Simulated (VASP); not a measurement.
# VN (Fm-3m) in VASP: a series of runs

Runs on VN. Level: PBE+U. Tasks: single point, relaxation of cell and atoms.

All numbers are computed with VASP 6.6.1; they aren't measurements. Logs are shortened: lines on timing, memory, paths and dates and some standing lists are left out, and cuts for length are marked.

## (1) The cell of the first run

The structure is cubic, space group Fm-3m (No. 225). The conventional cell has a = 4.205 Å, b = 4.205 Å, c = 4.205 Å, α = 90.00°, β = 90.00°, γ = 90.00°. Within 2.8 Å of V (site symmetry m-3m) lie 6 N at 2.10 Å. N (site symmetry m-3m) has 6 V at 2.10 Å within 2.8 Å.

## (2) Single point, PBE+U, collinear spin, ferromagnetic start

INCAR reads:

```
PREC = Accurate
ENCUT = 600
EDIFF = 1E-6
ISMEAR = -1
SIGMA = 0.1
LREAL = False
LASPH = True
NELM = 200
ALGO = Normal
ISIF = 2
LWAVE = False
LCHARG = True
ISPIN = 2
MAGMOM = 1.5 0
LORBIT = 11
LMAXMIX = 4
LDAU = True
LDAUTYPE = 2
LDAUL = 2 -1
LDAUU = 1.92 0
LDAUJ = 0 0
LDAUPRINT = 1
GGA = PE
LELF = True
LVHAR = True
NBANDS = 20
GGA_COMPAT = False
```

KPOINTS reads:

```
regular mesh
0
Gamma
  7 7 7
```

POSCAR reads:

```
VN
1.0
    0.0000000000      2.1026956556      2.1026956556
    2.1026956556      0.0000000000      2.1026956556
    2.1026956556      2.1026956556      0.0000000000
V N
1 1
Direct
    0.0000000000      0.0000000000      0.0000000000
    0.5000000000      0.5000000000      0.5000000000
```

Potentials or basis: VASP PAW PBE potentials, release 64 (V_sv, N).

Command:

```console
cat potpaw_PBE.64/V_sv/POTCAR potpaw_PBE.64/N/POTCAR > POTCAR
mpirun -np 1 vasp_std > vasp.out
```

OUTCAR:

```text
PREC = Accurate
   ENCUT = 600
   EDIFF = 1E-6
   ISMEAR = -1
   LREAL = False
   LASPH = True
   NELM = 200
   ISIF = 2
   ISPIN = 2
   LORBIT = 11
   GGA = PE

 ion  position               nearest neighbor table
   1  0.000  0.000  0.000-   2 2.10   2 2.10   2 2.10   2 2.10   2 2.10   2 2.10
   2  0.500  0.500  0.500-   1 2.10   1 2.10   1 2.10   1 2.10   1 2.10   1 2.10

  LATTYP: Found a face centered cubic cell.
 ALAT       =     4.2053913112

  Lattice vectors:

 A1 = (   0.0000000000,   2.1026956556,   2.1026956556)
 A2 = (   2.1026956556,   0.0000000000,   2.1026956556)
 A3 = (   2.1026956556,   2.1026956556,   0.0000000000)

Analysis of symmetry for initial positions (statically):
=====================================================================
 Subroutine PRICEL returns:
 Original cell was already a primitive cell.

 Routine SETGRP: Setting up the symmetry group for a
 face centered cubic supercell.

 Subroutine GETGRP returns: Found 48 space group operations
 (whereof 48 operations were pure point group operations)
 out of a pool of 48 trial point group operations.

The static configuration has the point symmetry O_h .

Analysis of symmetry for dynamics (positions and initial velocities):
=====================================================================
 Subroutine PRICEL returns:
 Original cell was already a primitive cell.

 Routine SETGRP: Setting up the symmetry group for a
 face centered cubic supercell.

 Subroutine GETGRP returns: Found 48 space group operations
 (whereof 48 operations were pure point group operations)
 out of a pool of 48 trial point group operations.

The dynamic configuration has the point symmetry O_h .

Analysis of structural, dynamic, and magnetic symmetry:
=====================================================================
 Subroutine PRICEL returns:
 Original cell was already a primitive cell.

 Routine SETGRP: Setting up the symmetry group for a
 face centered cubic supercell.

 Subroutine GETGRP returns: Found 48 space group operations
 (whereof 48 operations were pure point group operations)
 out of a pool of 48 trial point group operations.

[... 162 lines left out ...]
  o =  0.2181  v =  0.0000  0.0000  0.0000  0.0000  0.0000  0.0000 -0.0000  1.0000  0.0000 -0.0004      0.0000  0.0000  0.0000  0.0000  0.0000  0.0000  0.0000  0.0000  0.0000  0.0000
  o =  0.3009  v =  0.0000  0.0000 -0.0056 -0.0000  1.0000  0.0000  0.0000  0.0000  0.0000  0.0000      0.0000  0.0000  0.0000  0.0000  0.0000  0.0000  0.0000  0.0000  0.0000  0.0000
  o =  0.3009  v =  0.0000  0.0000 -1.0000  0.0000 -0.0056  0.0000  0.0000  0.0000  0.0000  0.0000      0.0000  0.0000  0.0000  0.0000  0.0000  0.0000  0.0000  0.0000  0.0000  0.0000
  o =  0.5425  v =  0.0000  0.9393  0.0000 -0.3430 -0.0000  0.0000  0.0000  0.0000  0.0000  0.0000      0.0000  0.0000  0.0000  0.0000  0.0000  0.0000  0.0000  0.0000  0.0000  0.0000
  o =  0.5425  v =  1.0000  0.0000  0.0000  0.0000  0.0000  0.0000  0.0000  0.0000  0.0000  0.0000      0.0000  0.0000  0.0000  0.0000  0.0000  0.0000  0.0000  0.0000  0.0000  0.0000
  o =  0.5425  v =  0.0000 -0.3430 -0.0000 -0.9393 -0.0000  0.0000  0.0000  0.0000  0.0000  0.0000      0.0000  0.0000  0.0000  0.0000  0.0000  0.0000  0.0000  0.0000  0.0000  0.0000

 number of electron      17.9999994 magnetization       1.4210302

 Free energy of the ion-electron system (eV)
  ---------------------------------------------------
  ext. energy  EPLUGINS =         0.00000000
  ---------------------------------------------------
  free energy    TOTEN  =       -17.31836417 eV

  energy without entropy =      -17.25394902  energy(sigma->0) =      -17.28615660

 E-fermi :  11.0031     XC(G=0): -13.2135

 val. band max:       10.9834387003   @ k =   0.4286   0.1429   0.0000
 cond. band min:      11.0088867504   @ k =  -0.4286   0.2857   0.0000
 fundamental gap:      0.0254480501
 Fermi energy:        11.0031209617

 spin component 1

 k-point     1 :       0.0000    0.0000    0.0000
  band No.  band energies     occupation
      1     -54.9203      1.00000
      2     -28.5858      1.00000
      3     -28.5858      1.00000
      4     -28.5858      1.00000
      5      -6.3553      1.00000
      6       8.9747      1.00000
[... 436 lines left out ...]
      6       4.7018      1.00000
[... 12 lines left out ...]
     19      32.8288      0.00000
     20      39.7968      0.00000
 Fermi energy:        11.0031209617

 spin component 2

 k-point     1 :       0.0000    0.0000    0.0000
  band No.  band energies     occupation
      1     -53.4981      1.00000
      2     -27.1753      1.00000
      3     -27.1753      1.00000
      4     -27.1753      1.00000
      5      -6.2917      1.00000
      6       9.0732      1.00000
[... 449 lines left out ...]
     19      33.4323      0.00000
     20      40.0290      0.00000

------------------------ aborting loop because EDIFF is reached ----------------------------------------

  FORCE on cell =-STRESS in cart. coord.  units (eV):
  Direction    XX          YY          ZZ          XY          YZ          ZX
  --------------------------------------------------------------------------------------
  -------------------------------------------------------------------------------------
  Total       -0.2368659     -0.2368659     -0.2368659     -0.0000000      0.0000000      0.0000000
  in kB      -20.4105089    -20.4105089    -20.4105089     -0.0000000      0.0000000      0.0000000
  external PRESSURE =     -20.4105089 kB  Pullay stress =       0.0000000 kB

 VOLUME and BASIS-vectors are now :
 -----------------------------------------------------------------------------
  energy-cutoff  :      600.00
  volume of cell :       18.59
      direct lattice vectors                 reciprocal lattice vectors
     0.000000000  2.102695656  2.102695656    -0.237790000  0.237790000  0.237790000
     2.102695656  0.000000000  2.102695656     0.237790000 -0.237790000  0.237790000
     2.102695656  2.102695656  0.000000000     0.237790000  0.237790000 -0.237790000

 POSITION                                       TOTAL-FORCE (eV/Angst)
 -----------------------------------------------------------------------------------
      0.00000      0.00000      0.00000         0.000000      0.000000      0.000000
      2.10270      2.10270      2.10270         0.000000      0.000000      0.000000
 -----------------------------------------------------------------------------------
    total drift:                                0.000000     -0.000000     -0.000000

  FREE ENERGIE OF THE ION-ELECTRON SYSTEM (eV)
  ---------------------------------------------------
  free  energy   TOTEN  =       -17.3183641684 eV

  energy  without entropy=      -17.2539490237  energy(sigma->0) =      -17.28615660

 total charge

# of ion       s       p       d       tot
------------------------------------------
    1        2.226   6.250   3.046  11.523
    2        1.238   2.491   0.000   3.730
--------------------------------------------------
tot          3.465   8.741   3.046  15.252

 magnetization (x)

# of ion       s       p       d       tot
------------------------------------------
    1        0.008   0.006   1.376   1.390
    2       -0.005  -0.048   0.000  -0.053
--------------------------------------------------
tot          0.003  -0.042   1.376   1.337
```

Run time: 35 s. Hardware: 1 thread of Intel Xeon Platinum 8175M at 2.50GHz (Skylake/Cascade Lake), shared host; peak memory 0.16 GiB.

What came out:

| Property | Result |
| --- | --- |
| Free energy | -17.3184 eV |
| Pressure | -2.0 GPa |
| Net moment | 1.42 μB per cell |
| Site moments | V +1.39; N -0.05 μB |
| Valence electrons inside the program's atomic spheres | V 11.52; N 3.73 |

Eigenvalues of the final occupation matrices:
```csv
site,spin,trace,eigenvalues
site 1 d,1,2.23,0.30 0.30 0.54 0.54 0.54
site 1 d,2,0.85,0.14 0.14 0.14 0.22 0.22
```

Caveat: the k points lie up to 0.37 Å⁻¹ apart.

## (3) Single point, PBE+U, collinear spin, ferromagnetic start

INCAR reads:

```
PREC = Accurate
ENCUT = 600
EDIFF = 1E-6
ISMEAR = -1
SIGMA = 0.1
LREAL = F
LASPH = T
NELM = 200
ALGO = Normal
ISIF = 2
LWAVE = F
LCHARG = T
ISPIN = 2
MAGMOM = 1.5 0
LORBIT = 11
LMAXMIX = 4
LDAU = T
LDAUTYPE = 2
LDAUL = 2 -1
LDAUU = 1.92 0
LDAUJ = 0 0
LDAUPRINT = 1
GGA = PE
LELF = T
LVHAR = T
NBANDS = 20
GGA_COMPAT = F
```

KPOINTS reads:

```
Automatic mesh
0
Gamma
  7 7 7
```

POSCAR reads:

```
VN
1.0
    0.0000000000      2.1026956071      2.1026956071
    2.1026956071      0.0000000000      2.1026956071
    2.1026956071      2.1026956071      0.0000000000
V N
1 1
Direct
    0.0000000000      0.0000000000      0.0000000000
    0.5000000000      0.5000000000      0.5000000000
```

Potentials or basis: VASP PAW PBE potentials, release 64 (V_sv, N).

Command:

```console
cat potpaw_PBE.64/V_sv/POTCAR potpaw_PBE.64/N/POTCAR > POTCAR
mpirun -np 1 vasp_std > vasp.out
```

Run time: 37 s. Hardware: 1 thread of Intel Xeon Platinum 8175M at 2.50GHz (Skylake/Cascade Lake), shared host; peak memory 0.15 GiB.

Results (log left out):

* Free energy: -17.3184 eV
* Pressure: -2.0 GPa
* Net moment: 1.42 μB per cell
* Site moments: V +1.39; N -0.05 μB
* Valence electrons inside the program's atomic spheres: V 11.52; N 3.73

Levels at points of the mesh, in eV from the Fermi level:
Spin up:
| k point | band 8 | band 9 | band 10 | band 11 | band 12 | band 13 |
| --- | --- | --- | --- | --- | --- | --- |
| (0.00, 0.00, 0.00) | -2.03 | -1.86 | -1.86 | -1.86 | -0.34 | -0.34 |
Spin down:
| k point | band 4 | band 5 | band 6 | band 7 | band 8 | band 9 | band 10 | band 11 | band 12 | band 13 |
| --- | --- | --- | --- | --- | --- | --- | --- | --- | --- | --- |
| (0.00, 0.00, 0.00) | -38.18 | -17.29 | -1.93 | -1.93 | -1.93 | 0.10 | 0.10 | 0.10 | 0.67 | 0.67 |

Eigenvalues of the final occupation matrices:
| site | spin | trace | eigenvalues |
| --- | --- | --- | --- |
| site 1 d | 1 | 2.23 | 0.30 0.30 0.54 0.54 0.54 |
| site 1 d | 2 | 0.85 | 0.14 0.14 0.14 0.22 0.22 |

Caveat: the k points lie up to 0.37 Å⁻¹ apart. The state reached can hang on the start; a lower one may exist.

## (4) Single point, PBE+U, collinear spin, ferromagnetic start

INCAR reads:

```
SYSTEM = VN
ALGO     = Normal         ! electronic algorithm
EDIFF    = 1E-6           ! SCF threshold, eV
ENCUT    = 600            ! plane-wave cutoff, eV
GGA      = PE             ! functional
GGA_COMPAT= .False.      
ISIF     = 2              ! what is computed and relaxed
ISMEAR   = -1             ! smearing method
ISPIN    = 2              ! spin polarisation
LASPH    = .True.         ! aspherical terms in the spheres
LCHARG   = .False.        ! write CHGCAR
LDAU     = .True.         ! DFT+U
LDAUJ    = 0 0          
LDAUL    = 2 -1           ! shell
LDAUPRINT= 1            
LDAUTYPE = 2            
LDAUU    = 1.92 0         ! U, eV
LMAXMIX  = 4              ! l up to which the mixer works
LORBIT   = 11             ! projections on sites
LREAL    = .False.        ! projectors in reciprocal space
LWAVE    = .False.        ! write WAVECAR
MAGMOM   = -0.5 -1        ! initial moments
NBANDS   = 20             ! bands
NELM     = 200            ! most SCF steps
PREC     = Accurate       ! precision mode
SIGMA    = 0.1            ! smearing width, eV
```

KPOINTS reads:

```
k-points
0
Gamma
  7 7 7
  0 0 0
```

POSCAR reads:

```
VN
1.0
    0.0000000000      2.1026255253      2.1026255253
    2.1026255253      0.0000000000      2.1026255253
    2.1026255253      2.1026255253      0.0000000000
V N
1 1
Direct
    0.0000000000      0.0000000000      0.0000000000
    0.5000000000      0.5000000000      0.5000000000
```

Command:

```console
cat potpaw_PBE.64/V_sv/POTCAR potpaw_PBE.64/N/POTCAR > POTCAR
mpirun -np 1 vasp_std > vasp.out
```

Run time: 21 s. Hardware: 1 thread of Intel Xeon Platinum 8175M at 2.50GHz (Skylake/Cascade Lake), shared host; peak memory 0.15 GiB.

The run converged. Its results:

```
Free energy                                           : -17.2362 eV
Pressure                                              : -12.5 GPa
Band gap on the k mesh                                : zero (filled and empty bands overlap)
Net moment                                            : 0.00 μB per cell
Valence electrons inside the program's atomic spheres : V 11.50; N 3.72
```

Levels at points of the mesh, in eV from the Fermi level:
Spin up:
| k point | band 7 | band 8 | band 9 | band 10 | band 11 | band 12 |
| --- | --- | --- | --- | --- | --- | --- |
| (0.00, 0.00, 0.00) | -2.10 | -2.10 | -1.34 | -1.34 | -1.34 | -0.24 |
Spin down:
```
           k point  band 7  band 8  band 9  band 10  band 11  band 12
(0.00, 0.00, 0.00)   -2.10   -2.10   -1.35    -1.35    -1.35    -0.24
```

Eigenvalues of the final occupation matrices:
| site | spin | trace | eigenvalues |
| --- | --- | --- | --- |
| site 1 d | 1 | 1.53 | 0.26 0.26 0.33 0.33 0.33 |
| site 1 d | 2 | 1.53 | 0.26 0.26 0.34 0.34 0.34 |

Caveat: the k points lie up to 0.37 Å⁻¹ apart. The state reached can hang on the start; a lower one may exist.

## (5) Relaxation of cell and atoms, PBE+U, collinear spin, ferromagnetic start

This run uses another cell than the first one, of 10.24 Å³/atom, 1.102 times its volume.

INCAR reads:

```
SYSTEM = VN
PREC = Accurate ; ENCUT = 600
EDIFF = 1E-7 ; ISMEAR = -1
SIGMA = 0.1 ; LREAL = .FALSE.
LASPH = .TRUE. ; NELM = 200
ALGO = Normal ; ISIF = 3
LWAVE = .FALSE. ; LCHARG = .FALSE.
ISPIN = 2 ; MAGMOM = 1.5 0
LORBIT = 11 ; LMAXMIX = 4
LDAU = .TRUE. ; LDAUTYPE = 2
LDAUL = 2 -1 ; LDAUU = 1.92 0
LDAUJ = 0 0 ; LDAUPRINT = 1
GGA = PE ; IBRION = 2
NSW = 60 ; EDIFFG = -0.01
GGA_COMPAT = .FALSE. ; NELMIN = 4
```

KPOINTS reads:

```
Automatic mesh
0
G
  7 7 7
  0 0 0
```

POSCAR reads:

```
VN
1.0
    0.0000000000      2.1716807800      2.1716807800
    2.1716807800      0.0000000000      2.1716807800
    2.1716807800      2.1716807800      0.0000000000
V N
1 1
Direct
    0.0000000000      0.0000000000      0.0000000000
    0.5000000000      0.5000000000      0.5000000000
```

Command:

```console
cat potpaw_PBE.64/V_sv/POTCAR potpaw_PBE.64/N/POTCAR > POTCAR
mpirun -np 1 vasp_std > vasp.out
```

Run time: 2.5 min. Hardware: 1 thread of Intel Xeon Platinum 8175M at 2.50GHz (Skylake/Cascade Lake), shared host; peak memory 0.18 GiB.

It converged, with:

```
Free energy                                           : -17.3238 eV
Relaxed volume                                        : 9.20 Å³/atom
Relaxed cell                                          : a = 2.964 Å, b = 2.964 Å, c = 2.964 Å, α = 60.00°, β = 60.00°, γ = 60.00°
Space group after relaxing (to 0.05 Å)                : Fm-3m (No. 225)
Energy gained by relaxing                             : 60.3 meV/atom
Ionic steps                                           : 5
Pressure after relaxing                               : 0.0 GPa
Net moment                                            : 1.38 μB per cell
Site moments                                          : V +1.35; N -0.05 μB
Valence electrons inside the program's atomic spheres : V 11.54; N 3.73
```

The path:
```csv
step,energy change (eV),largest force (eV/Å),pressure (GPa),volume (Å³)
1,0.0000,0.0000,-18.11,20.48
2,-0.0531,0.0000,10.58,17.24
3,-0.1187,0.0000,-2.64,18.64
4,-0.1205,0.0000,0.82,18.34
5,-0.1207,0.0000,0.01,18.41
```

Final structure:
```
CELL_PARAMETERS angstrom
0.00000 2.09569 2.09569
2.09569 0.00000 2.09569
2.09569 2.09569 0.00000
ATOMIC_POSITIONS crystal
V 0.00000 0.00000 0.00000
N 0.50000 0.50000 0.50000
```

Levels at points of the mesh, in eV from the Fermi level:
Spin up:
| k point | band 8 | band 9 | band 10 | band 11 | band 12 | band 13 |
| --- | --- | --- | --- | --- | --- | --- |
| (0.00, 0.00, 0.00) | -2.04 | -1.90 | -1.90 | -1.90 | -0.36 | -0.36 |
Spin down:
```tsv
k point	band 5	band 6	band 7	band 8	band 9	band 10	band 11	band 12
(0.00, 0.00, 0.00)	-17.39	-1.97	-1.97	-1.97	0.02	0.02	0.02	0.62
```

Eigenvalues of the final occupation matrices:
| site | spin | trace | eigenvalues |
| --- | --- | --- | --- |
| site 1 d | 1 | 2.22 | 0.30 0.30 0.54 0.54 0.54 |
| site 1 d | 2 | 0.87 | 0.14 0.14 0.14 0.22 0.22 |
